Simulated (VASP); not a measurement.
# W (R-3m) in VASP: a series of runs

Runs on W. Level: LDA. Tasks: single point.

All numbers are computed with VASP 6.6.1; they aren't measurements. Logs are shortened: lines on timing, memory, paths and dates and some standing lists are left out, and cuts for length are marked.

## (1) The cell of the first run

Symmetry: R-3m, No. 166, trigonal system. The conventional cell has a = 3.262 Å, b = 3.262 Å, c = 4.417 Å, α = 90.00°, β = 90.00°, γ = 120.00°. W (site symmetry -3m) has 12 W at 2.39 to 3.26 Å within 3.3 Å.

## (2) Single point, LDA (13.57 Å³/atom)

Contents of INCAR:

```
SYSTEM = W
ALGO = Fast
EDIFF = 1E-7
ENCUT = 520
ISIF = 2
ISMEAR = 0
LASPH = .TRUE.
LCHARG = .FALSE.
LREAL = .FALSE.
LWAVE = .FALSE.
NBANDS = 13
NELM = 100
PREC = Accurate
SIGMA = 0.15
```

Contents of KPOINTS:

```
k-points
0
G
  22 22 22
  0 0 0
```

Contents of POSCAR:

```
W
1.0
   -0.6877912308      1.6190718610      1.6190718610
    1.6190718610     -0.6877912308      1.6190718610
    1.6190718610      1.6190718610     -0.6877912308
W
1
Direct
    0.0000000000      0.0000000000      0.0000000000
```

Potentials or basis: VASP PAW LDA potentials, release 64 (W_sv).

On the command line:

```bash
$ cat potpaw_LDA.64/W_sv/POTCAR > POTCAR
$ mpirun -np 1 vasp_std > vasp.out
```

OUTCAR:

```text
SYSTEM = W
   EDIFF = 1E-7
   ENCUT = 520
   ISIF = 2
   ISMEAR = 0
   LASPH = .TRUE.
   LREAL = .FALSE.
   NELM = 100
   PREC = Accurate

 ion  position               nearest neighbor table
   1  0.000  0.000  0.000-

  LATTYP: Found a trigonal (rhomboedric) cell.
 ALAT       =     2.3907831686
 COS(alpha) =     0.0689708858

  Lattice vectors:

 A1 = (  -0.6877912308,   1.6190718610,   1.6190718610)
 A2 = (   1.6190718610,  -0.6877912308,   1.6190718610)
 A3 = (   1.6190718610,   1.6190718610,  -0.6877912308)

Analysis of symmetry for initial positions (statically):
=====================================================================
 Subroutine PRICEL returns:
 Original cell was already a primitive cell.

 Routine SETGRP: Setting up the symmetry group for a
 trigonal (rhombohedral) supercell.

 Subroutine GETGRP returns: Found 12 space group operations
 (whereof 12 operations were pure point group operations)
 out of a pool of 12 trial point group operations.

The static configuration has the point symmetry D_3d.

Analysis of symmetry for dynamics (positions and initial velocities):
=====================================================================
 Subroutine PRICEL returns:
 Original cell was already a primitive cell.

 Routine SETGRP: Setting up the symmetry group for a
 trigonal (rhombohedral) supercell.

 Subroutine GETGRP returns: Found 12 space group operations
 (whereof 12 operations were pure point group operations)
 out of a pool of 12 trial point group operations.

The dynamic configuration has the point symmetry D_3d.

 Subroutine INISYM returns: Found 12 space group operations
 (whereof 12 operations are pure point group operations),
 and found     1 'primitive' translations

----------------------------------------------------------------------------------------

                                     Primitive cell

  volume of cell :      13.5720

  direct lattice vectors                    reciprocal lattice vectors
    -0.687791231  1.619071861  1.619071861    -0.158291845  0.275197253  0.275197253
     1.619071861 -0.687791231  1.619071861     0.275197253 -0.158291845  0.275197253
     1.619071861  1.619071861 -0.687791231     0.275197253  0.275197253 -0.158291845

  length of vectors
[... 86 lines left out ...]
   ISIF   =      2    stress and relaxation
   ISYM   =      2    0-nonsym 1-usesym 2-fastsym
   POTIM  = 0.5000    time-step for ionic-motion
   TEBEG  =    0.0;   TEEND  =   0.0 temperature during run
   PSTRESS=    0.0 pullay stress
   NELECT =      14.0000    total number of electrons
   NUPDOWN=      -1.0000    fix difference up-down
   EMIN   =  10.00;   EMAX   =-10.00  energy-range for DOS
   EFERMI =   0.00;   METHOD = LEGACY
   ISMEAR =     0;   SIGMA  =   0.15  broadening in eV -4-tet -1-fermi 0-gaus
   EFERMI_NEDOS =   21; number of points for ismear=-14 and -15
   IALGO  =     68    algorithm
   IMIX   =      4    mixing-type and parameters
     AMIX     =   0.40;   BMIX     =  1.00
     AMIX_MAG =   1.60;   BMIX_MAG =  1.00
  volume/ion in A,a.u.               =      13.57        91.59
  Fermi-wavevector in a.u.,A,eV,Ry     =   1.654130  3.125852 37.227514  2.736145
  Thomas-Fermi vector in A             =   2.742450
   LORBIT       =      0    0 simple, 1 ext, 2 COOP (PROOUT), +10 PAW based schemes
   GGA     = CA    functional components
   LHFCALC =     F    Hartree Fock is set to
   AEXX    =    0.0000 exact exchange contribution
   IVDW    =     0    specifies the selected vdW correction
   LEPSILON=     F    determine dielectric tensor
   LRPA    =     F    only Hartree local field effects (RPA)
 non-spin polarized calculation
 RMM-DIIS sequential band-by-band and
 Gauss-broadening in eV      SIGMA  =   0.15
  energy-cutoff  :      520.00
  volume of cell :       13.57
 maximum number of plane-waves:       383
 NGX is ok and might be reduce to    18
   NGX =  9   NGY =  9   NGZ =  9

 number of electron      13.9999996 magnetization

 Free energy of the ion-electron system (eV)
  ---------------------------------------------------
  ext. energy  EPLUGINS =         0.00000000
  ---------------------------------------------------
  free energy    TOTEN  =       -11.73034785 eV

  energy without entropy =      -11.72255844  energy(sigma->0) =      -11.72645314

 E-fermi :  13.7357     XC(G=0): -14.5752

 val. band max:       13.7332722489   @ k =   0.5000   0.3182   0.1364
 cond. band min:      13.7372702954   @ k =  -0.4091  -0.4091   0.1818
 fundamental gap:      0.0039980465
 Fermi energy:        13.7357191511

 k-point     1 :       0.0000    0.0000    0.0000
  band No.  band energies     occupation
      1     -60.0863      2.00000
      2     -23.3054      2.00000
      3     -23.3054      2.00000
      4     -23.0988      2.00000
      5       3.6588      2.00000
      6       7.4999      2.00000
      7       7.4999      2.00000
      8      20.1885      0.00000
      9      20.1885      0.00000
     10      20.4714      0.00000
     11      29.6652      0.00000
     12      31.7658      0.00000
     13      31.7658      0.00000
[... 354 lines left out ...]
  band No.  band energies     occupation
      1     -59.7734      2.00000
      2     -26.1807      2.00000
      3     -23.0632      2.00000
      4     -22.9186      2.00000
      5       7.6926      2.00000
      6       8.8726      2.00000
      7      12.9041      2.00000
      8      14.9419      0.00000
      9      15.2795      0.00000
     10      20.6962      0.00000
     11      26.8820      0.00000
     12      28.5237      0.00000
     13      34.8562      0.00000

 [... further k-points ...]

------------------------ aborting loop because EDIFF is reached ----------------------------------------

  FORCE on cell =-STRESS in cart. coord.  units (eV):
  Direction    XX          YY          ZZ          XY          YZ          ZX
  --------------------------------------------------------------------------------------
  -------------------------------------------------------------------------------------
  Total        8.6480194      8.6480194      8.6480194      1.1755019      1.1755019      1.1755019
  in kB     1020.9004325   1020.9004325   1020.9004325    138.7682343    138.7682343    138.7682343
  external PRESSURE =    1020.9004325 kB  Pullay stress =       0.0000000 kB

 VOLUME and BASIS-vectors are now :
 -----------------------------------------------------------------------------
  energy-cutoff  :      520.00
  volume of cell :       13.57
      direct lattice vectors                 reciprocal lattice vectors
    -0.687791231  1.619071861  1.619071861    -0.158291845  0.275197253  0.275197253
     1.619071861 -0.687791231  1.619071861     0.275197253 -0.158291845  0.275197253
     1.619071861  1.619071861 -0.687791231     0.275197253  0.275197253 -0.158291845

 POSITION                                       TOTAL-FORCE (eV/Angst)
 -----------------------------------------------------------------------------------
      0.00000      0.00000      0.00000         0.000000      0.000000     -0.000000
 -----------------------------------------------------------------------------------
    total drift:                                0.000000     -0.000000      0.000000

  FREE ENERGIE OF THE ION-ELECTRON SYSTEM (eV)
  ---------------------------------------------------
  free  energy   TOTEN  =       -11.7303478485 eV

  energy  without entropy=      -11.7225584405  energy(sigma->0) =      -11.72645314
```

stdout:

```text
POSCAR found type information on POSCAR W
 POSCAR found :  1 types and       1 ions
 scaLAPACK will be used
 LDA part: xc-table for (Slater(with rela. corr.)+CA(PZ))
 , standard interpolation
 POSCAR, INCAR and KPOINTS ok, starting setup
 FFT: planning ... GRIDC
 FFT: planning ... GRID_SOFT
 FFT: planning ... GRID
 WAVECAR not read
 entering main loop
WARNING in EDDRMM: call to ZHEGV failed, returncode =   8  4     13
WARNING in EDDRMM: call to ZHEGV failed, returncode =   6  3     13
WARNING in EDDRMM: call to ZHEGV failed, returncode =   8  4     12
WARNING in EDDRMM: call to ZHEGV failed, returncode =   8  4     12
WARNING in EDDRMM: call to ZHEGV failed, returncode =   6  3     12
WARNING in EDDRMM: call to ZHEGV failed, returncode =   6  3     11
WARNING in EDDRMM: call to ZHEGV failed, returncode =   6  3     12
WARNING in EDDRMM: call to ZHEGV failed, returncode =   8  4     13
```

Wall time 68 s (1 thread of Intel Xeon 6975P-C (Granite Rapids), shared host); peak memory 0.26 GiB.

What came out:

```
Free energy            : -11.7303 eV
Pressure               : 102.1 GPa
Band gap on the k mesh : zero (bands 7 and 8 overlap by 4.03 eV)
```

Caveat: the cell stands under pressure; spin-orbit coupling is left out, which moves the levels of the heavy elements.

(Continued in part 2 of 3.)
